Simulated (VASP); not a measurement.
Wanted: the native input for a VASP 6.6.1 run.

| Quantity | Value |
| --- | --- |
| Task | relaxation of cell and atoms |
| Functional | PBE |
| Potentials or basis | VASP PAW PBE potentials, release 64 (Al, Ru_pv) |
| Cutoff | 600 eV |
| k mesh | 4 × 4 × 3 |
| Occupations | gaussian, width 0.2 eV |
| Spin | no spin polarisation |
| Dipole correction | no |
| Further INCAR settings | ALGO = Fast; EDIFF = 1e-07; IBRION = 2; EDIFFG = -0.08; NSW = 36; ISIF = 3 |

The structure of AlRu4 lies in POSCAR:

```
AlRu4
1.0
    4.6420000000      0.0000000000      0.0000000000
    0.0000000000      4.2450000000      0.0000000000
   -2.3211207400      0.0000000000      6.7003492100
Al Ru
2 8
Direct
    0.2667000000      0.7500000000      0.2000000000
    0.7333000000      0.2500000000      0.8000000000
    0.1333000000      0.2500000000      0.6000000000
    0.8667000000      0.7500000000      0.4000000000
    0.5333000000      0.2500000000      0.4000000000
    0.0667000000      0.7500000000      0.8000000000
    0.3333000000      0.2500000000      0.0000000000
    0.4667000000      0.7500000000      0.6000000000
    0.9333000000      0.2500000000      0.2000000000
    0.6667000000      0.7500000000      0.0000000000
```

These files were run (other wordings do the same):

INCAR

```
SYSTEM = AlRu4
PREC = Accurate
ENCUT = 600
EDIFF = 1E-7
ISMEAR = 0
SIGMA = 0.2
LREAL = .FALSE.
LASPH = .TRUE.
NELM = 80
ALGO = Fast
ISIF = 3
LWAVE = .FALSE.
LCHARG = .FALSE.
GGA = PE
IBRION = 2
NSW = 36
EDIFFG = -0.08
```

KPOINTS

```
Automatic mesh
0
G
  4 4 3
  0 0 0
```

Potentials or basis: VASP PAW PBE potentials, release 64 (Al, Ru_pv).

Run with:

```bash
$ cat potpaw_PBE.64/Al/POTCAR potpaw_PBE.64/Ru_pv/POTCAR > POTCAR
$ mpirun -np 1 vasp_std > vasp.out
```

It gave:

The relaxed volume is 13.89 Å³/atom and the relaxed cell is a = 4.727 Å, b = 4.335 Å, c = 7.173 Å, α = 90.00°, β = 109.11°, γ = 90.00°. The space group after relaxing (to 0.1 Å) is P2_1/m (No. 11), the energy gained by relaxing is 39.0 meV/atom and the ionic steps are 10. The pressure after relaxing is 0.3 GPa. The largest force after relaxing is 0.075 eV/Å. The band gap on the k mesh is zero (bands 59 and 60 overlap by 0.46 eV).

Caveat: the k points lie up to 0.36 Å⁻¹ apart in the final cell; the relaxation stopped at a loose force limit of 0.08 eV/Å, so its end isn't a converged minimum.

Run time: 24 min on 1 thread of Intel(R) Xeon(R) 6975P-C (Granite Rapids), with other jobs on the host, peak memory 0.41 GiB.
